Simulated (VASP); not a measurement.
**Zn3P: relaxation of cell and atoms with PBE**

Crystal: Zn3P.

```
Zn P
1.0
     3.87323    0.00000    0.00000
     0.00000    3.87323    0.00000
     0.00000    0.00000    3.87323
Zn P
3 1
Direct
  0.00000 0.50000 0.50000
  0.50000 0.00000 0.50000
  0.50000 0.50000 0.00000
  0.00000 0.00000 0.00000
```

| Quantity | Value |
| --- | --- |
| Program | VASP 6.6.1 |
| Task | relaxation of cell and atoms |
| Functional | PBE |
| Potentials or basis | VASP PAW PBE potentials, release 64 (Zn, P) |
| Cutoff | 600 eV |
| k mesh | 4 × 4 × 4 |
| Occupations | gaussian, width 0.1 eV |
| Spin | no spin polarisation |
| Dipole correction | no |
| Further INCAR settings | ALGO = Normal; EDIFF = 1e-07; IBRION = 2; EDIFFG = -0.04; NSW = 90; ISIF = 3 |

```
Relaxed volume                         : 15.61 Å³/atom
Relaxed cell                           : a = 3.967 Å, b = 3.967 Å, c = 3.967 Å, α = 90.00°, β = 90.00°, γ = 90.00°
Space group after relaxing (to 0.05 Å) : Pm-3m (No. 221)
Energy gained by relaxing              : 20.9 meV/atom
Ionic steps                            : 3
Pressure after relaxing                : 0.0 GPa
```

Step by step:
```
step  energy change (eV)  largest force (eV/Å)  pressure (GPa)  volume (Å³)
   1              0.0000                0.0000            6.61        58.11
   2             -0.0808                0.0000           -1.02        63.29
   3             -0.0836                0.0000            0.01        62.43
```

Final structure:
```yaml
crystal:
  lattice:
    - [3.96692, 0.00000, 0.00000]
    - [0.00000, 3.96692, 0.00000]
    - [0.00000, 0.00000, 3.96692]
  atoms:
    - { symbol: Zn, position: [0.00000, 0.50000, 0.50000] }
    - { symbol: Zn, position: [0.50000, 0.00000, 0.50000] }
    - { symbol: Zn, position: [0.50000, 0.50000, 0.00000] }
    - { symbol: P, position: [0.00000, 0.00000, 0.00000] }
```

Levels at points of the mesh, in eV from the Fermi level:
```
           k point  band 17  band 18  band 19  band 20  band 21  band 22  band 23  band 24
(0.00, 0.00, 0.00)    -3.43    -2.94    -2.94    -2.94     0.96     0.96     4.70     4.70
(0.50, 0.00, 0.00)    -6.62    -1.49    -1.22    -1.22     1.47     1.64     1.64     2.72
(0.50, 0.50, 0.00)    -5.26    -5.26    -5.05    -0.19     1.74     3.33     3.33     3.86
(0.50, 0.50, 0.50)    -4.66    -4.66    -4.66    -2.66    -1.87    -1.87    -1.87     8.34
```

It took 18 s on 1 thread of Intel(R) Xeon(R) 6975P-C (Granite Rapids), with other jobs on the host, peak memory 0.18 GiB.

Caveat: the k points lie up to 0.40 Å⁻¹ apart in the final cell.
